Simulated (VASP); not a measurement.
A run of VASP 6.6.1 is set up as follows.

The input INCAR:

```
  ALGO = Normal
  EDIFF = 1E-6
  ENCUT = 520
  GGA = CA
  ISIF = 2
  ISMEAR = -1
  LASPH = True
  LCHARG = True
  LELF = True
  LREAL = False
  LVHAR = True
  LWAVE = False
  NBANDS = 20
  NELM = 100
  PREC = Accurate
  SIGMA = 0.02
```

File KPOINTS:

```
k-points
0
Gamma
  8 8 8
```

POSCAR

```
WS2
1.0
    1.5650869737      0.9036033872      6.0581945416
   -1.5650869737      0.9036033872      6.0581945416
    0.0000000000     -1.8072067695      6.0581945424
W S
1 2
Direct
    0.0006587442      0.0006587442      0.0006587442
    0.2481802243      0.2481802243      0.2481802243
    0.4198610315      0.4198610315      0.4198610315
```

Potentials or basis: VASP PAW LDA potentials, release 64 (W_sv, S).

Command:

```console
$ cat potpaw_LDA.64/W_sv/POTCAR potpaw_LDA.64/S/POTCAR > POTCAR
$ mpirun -np 1 vasp_std > vasp.out
```

Question: Predict the largest force.

Answer: 0.047 eV/Å.

Question: Predict the band gap on the k mesh.

Answer: 1.04 eV (least direct gap 2.30 eV).

Question: Estimate the pressure.

Answer: 0.4 GPa.

Forces in eV/Å, atoms in the order of the input:
```
W    0.000  0.000  0.000
S    0.000  0.000 -0.047
S    0.000  0.000  0.047
```

Caveat: spin-orbit coupling is left out, which moves the levels of the heavy elements. A k mesh can miss the band edges.
